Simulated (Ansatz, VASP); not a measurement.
## NiO: VASP beside Ansatz

INCAR

```
PREC     = Accurate       # precision mode
ENCUT    = 520            # plane-wave cutoff, eV
EDIFF    = 1E-6           # SCF threshold, eV
ISMEAR   = -1             # smearing method
SIGMA    = 0.05           # smearing width, eV
LREAL    = F              # projectors in reciprocal space
LASPH    = T              # aspherical terms in the spheres
NELM     = 150            # most SCF steps
ALGO     = Normal         # electronic algorithm
ISIF     = 2              # what is computed and relaxed
LWAVE    = F              # write WAVECAR
LCHARG   = F              # write CHGCAR
ISPIN    = 2              # spin polarisation
MAGMOM   = 1 0            # initial moments
LORBIT   = 11             # projections on sites
LMAXMIX  = 4              # l up to which the mixer works
LDAU     = T              # DFT+U
LDAUTYPE = 2            
LDAUL    = 2 -1           # shell
LDAUU    = 2 0            # U, eV
LDAUJ    = 0 0          
LDAUPRINT= 1            
GGA      = PE             # functional
NBANDS   = 19             # bands
```

Contents of KPOINTS:

```
regular mesh
0
Gamma
  11 11 11
```

Contents of POSCAR:

```
NiO
1.0
    0.0000000000      2.0859016414      2.0859016414
    2.0859016414      0.0000000000      2.0859016414
    2.0859016414      2.0859016414      0.0000000000
Ni O
1 1
Direct
    0.0000000000      0.0000000000      0.0000000000
    0.5000000000      0.5000000000      0.5000000000
```

File input.yaml:

```yaml
crystal:
  lattice:
    - [0.0, 2.0859016414, 2.0859016414]
    - [2.0859016414, 0.0, 2.0859016414]
    - [2.0859016414, 2.0859016414, 0.0]
  atoms:
    - { symbol: Ni, position: [0.0, 0.0, 0.0], spin: 1.0 }
    - { symbol: O, position: [0.5, 0.5, 0.5] }
hamiltonian:
  xc: pbe
  pseudopotentials: { kind: paw }
  hubbard: { sites: [{ species: Ni, l: d, u_eff: 2.0 }] }
magnetization:
  spin_polarized: true
kpoints:
  mp_grid: { grid: [11, 11, 11] }
scf:
  occupations: { method: fermi_dirac, width: 0.05 }
  n_extra_bands: 6
output:
  forces: true
  stress: true
  eigenvalues: true
  dos: { projected: true, de: 0.05, nscf_kmesh: { grid: [17, 17, 17] } }
```

Alike in both runs: functional PBE; k mesh 11 × 11 × 11; occupations fermi-dirac, width 0.05 eV; collinear spin; Hubbard terms Ni d U = 2.0 eV.

```csv
,VASP,Ansatz
version,VASP 6.6.1,Ansatz 0.2.0
potentials or method,"VASP PAW PBE potentials, release 64 (Ni, O)",Ansatz PAW
plane-wave cutoff (eV),520,420
valence electrons in the cell,16,24
task,single point,projected density of states
```

|  | VASP | Ansatz | Ansatz less VASP |
| --- | --- | --- | --- |
| gap on the k mesh at the Fermi level (eV) | 0.35 | 0.32 | -0.027 |
| least direct gap on the mesh (eV) | 1.24 | 1.21 | -0.022 |
| pressure (GPa) | 7.4 | 10.6 | +3.23 |
| net moment per atom (μB) | 1.00 | 1.00 | 0.000 |
| size of the moment on the site where the two differ most (μB) | 1.68 | 1.63 | -0.049 |

Site moments also hang on the region over which each program counts them. The programs project onto different local orbitals, so the same U acts differently, and such runs can settle in different states. VASP's potentials hold 16 valence electrons a cell and Ansatz's 24, so a difference there can come from the potentials and not from the codes.

Noted on Ansatz's run: the magnetic or orbital state may not be the lowest; odd divisions of the mesh miss points on the zone boundary, where band edges often lie, so the gap on the mesh can be too wide.
